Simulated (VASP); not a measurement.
# MnS (Fm-3m) in VASP: further runs, part 2 of 2

VASP 6.6.1.

## 3. Single point, PBE, collinear spin, antiferromagnetic start

INCAR reads:

```
SYSTEM = MnS
  PREC = Accurate
  ENCUT = 520
  EDIFF = 1E-6
  ISMEAR = -1
  SIGMA = 0.05
  LREAL = .False.
  LASPH = .True.
  NELM = 150
  ALGO = Normal
  ISIF = 2
  LWAVE = .False.
  LCHARG = .False.
  ISPIN = 2
  MAGMOM = 4.5 -4.5 0 0
  LORBIT = 11
  LMAXMIX = 4
  GGA = PE
  NBANDS = 31
```

KPOINTS reads:

```
Automatic mesh
0
Gamma
  3 6 6
  0 0 0
```

POSCAR reads:

```
MnS
1.0
    0.0000000000      5.2245000000      5.2245000000
    2.6122500000      0.0000000000      2.6122500000
    2.6122500000      2.6122500000      0.0000000000
Mn S
2 2
Direct
    0.0000000000      0.0000000000      0.0000000000
    0.5000000000      0.0000000000      0.0000000000
    0.2500000000      0.5000000000      0.5000000000
    0.7500000000      0.5000000000      0.5000000000
```

Potentials or basis: VASP PAW PBE potentials, release 64 (Mn_pv, S).

The run is started by

```bash
$ cat potpaw_PBE.64/Mn_pv/POTCAR potpaw_PBE.64/S/POTCAR > POTCAR
$ mpirun -np 1 vasp_std > vasp.out
```

OUTCAR:

```text
SYSTEM = MnS
   PREC = Accurate
   ENCUT = 520
   EDIFF = 1E-6
   ISMEAR = -1
   LREAL = .False.
   LASPH = .True.
   NELM = 150
   ISIF = 2
   ISPIN = 2
   LORBIT = 11
   GGA = PE

 ion  position               nearest neighbor table
   1  0.000  0.000  0.000-   4 2.61   3 2.61   4 2.61   3 2.61   4 2.61   3 2.61
   2  0.500  0.000  0.000-   3 2.61   3 2.61   4 2.61   3 2.61   4 2.61   4 2.61
   3  0.250  0.500  0.500-   1 2.61   1 2.61   2 2.61   1 2.61   2 2.61   2 2.61
   4  0.750  0.500  0.500-   2 2.61   1 2.61   2 2.61   1 2.61   2 2.61   1 2.61

  LATTYP: Found a trigonal (rhomboedric) cell.
 ALAT       =     6.3986795806
 COS(alpha) =     0.8333333333

  Lattice vectors:

 A1 = (   2.6122500000,  -2.6122500000,  -5.2245000000)
 A2 = (   5.2245000000,  -2.6122500000,  -2.6122500000)
 A3 = (   2.6122500000,  -5.2245000000,  -2.6122500000)

Analysis of symmetry for initial positions (statically):
=====================================================================
 Subroutine PRICEL returns following result:

[... 1329 lines left out ...]
  --------------------------------------------------------------------------------------
  -------------------------------------------------------------------------------------
  Total       -1.6594566     -1.6594566     -1.6594566      0.0981848     -0.0981848      0.0981848
  in kB      -37.2882739    -37.2882739    -37.2882739      2.2062288     -2.2062288      2.2062288
  external PRESSURE =     -37.2882739 kB  Pullay stress =       0.0000000 kB

 VOLUME and BASIS-vectors are now :
 -----------------------------------------------------------------------------
  energy-cutoff  :      520.00
  volume of cell :       71.30
      direct lattice vectors                 reciprocal lattice vectors
     0.000000000  5.224500000  5.224500000    -0.095702938  0.095702938  0.095702938
     2.612250000  0.000000000  2.612250000     0.191405876 -0.191405876  0.191405876
     2.612250000  2.612250000  0.000000000     0.191405876  0.191405876 -0.191405876

 POSITION                                       TOTAL-FORCE (eV/Angst)
 -----------------------------------------------------------------------------------
      0.00000      0.00000      0.00000         0.000000      0.000000      0.000000
      0.00000      2.61225      2.61225        -0.000000     -0.000000     -0.000000
      2.61225      2.61225      2.61225         0.000000      0.000000      0.000000
      2.61225      5.22450      5.22450         0.000000      0.000000      0.000000
 -----------------------------------------------------------------------------------
    total drift:                                0.000000      0.000000     -0.000000

  FREE ENERGIE OF THE ION-ELECTRON SYSTEM (eV)
  ---------------------------------------------------
  free  energy   TOTEN  =       -28.3891945976 eV

  energy  without entropy=      -28.3891919824  energy(sigma->0) =      -28.38919329

 total charge

# of ion       s       p       d       tot
------------------------------------------
    1        0.207   6.154   4.945  11.306
    2        0.207   6.154   4.945  11.306
    3        1.326   2.404   0.000   3.729
    4        1.326   2.404   0.000   3.729
--------------------------------------------------
tot          3.066  17.116   9.890  30.072

 magnetization (x)

# of ion       s       p       d       tot
------------------------------------------
    1        0.019   0.015   4.176   4.210
    2       -0.019  -0.015  -4.176  -4.210
    3        0.000   0.000   0.000   0.000
    4        0.000   0.000   0.000   0.000
--------------------------------------------------
tot          0.000   0.000   0.000   0.000
```

Wall time 55 s (1 thread of Intel Xeon Platinum 8488C (Sapphire Rapids), shared host); peak memory 0.24 GiB.

Results:

* Free energy: -28.3892 eV
* Pressure: -3.7 GPa
* Band gap on the k mesh: 1.10 eV
* Net moment: 0.00 μB per cell
* Site moments: Mn +4.21, -4.21; S +0.00 μB
* Valence electrons inside the program's atomic spheres: Mn 11.31; S 3.73

Levels at points of the mesh, in eV from the valence-band top:
Spin up:
```csv
k point,band 17,band 18,band 19,band 20,band 21,band 22
"(0.00, 0.00, 0.00)",-1.08,-0.96,-0.96,1.55,1.55,1.64
"(0.00, 0.50, 0.00)",-1.92,-0.72,-0.27,1.10,2.10,2.13
```
Spin down:
```tsv
k point	band 15	band 16	band 17	band 18	band 19	band 20	band 21	band 22	band 23	band 24
(0.00, 0.00, 0.00)	-1.09	-1.09	-1.08	-0.96	-0.96	1.55	1.55	1.64	2.82	2.95
(0.00, 0.50, 0.00)	-2.63	-2.09	-1.92	-0.72	-0.27	1.10	2.10	2.13	2.23	3.09
```

A k mesh can miss the band edges. PBE gaps usually lie below the measured ones, often by a third to a half.
